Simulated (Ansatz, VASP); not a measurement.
**Mg in VASP and in Ansatz**

```
Mg
1.0
     3.20885    0.00000    0.00000
    -1.60442    2.77894    0.00000
     0.00000    0.00000    5.14592
Mg
2
Cartesian
  0.0000 1.8526 1.2865
  1.6044 0.9263 3.8594
```

Alike in both runs: functional PBE; k mesh 18 × 18 × 8; occupations gaussian, width 0.1 eV; no spin polarisation.

Ansatz relaxed the structure, and its values are those at the end. VASP's run is a single point on that final structure, the one shown.

```csv
,VASP,Ansatz
version,VASP 6.6.1,Ansatz 0.2.0
potentials or method,"VASP PAW PBE potentials, release 64 (Mg), cutoff 520 eV","scalar-relativistic, plane waves, PAW"
valence electrons in the cell,4,20
```

```csv
,VASP,Ansatz,Ansatz less VASP
gap on the k mesh at the Fermi level (eV),none,none,-
pressure (GPa),-0.1,0.0,+0.13
```

A gap of «none» marks a metal or a gap that the smearing closes. VASP's potentials hold 4 valence electrons a cell and Ansatz's 20, so a difference there can come from the potentials and not from the codes.
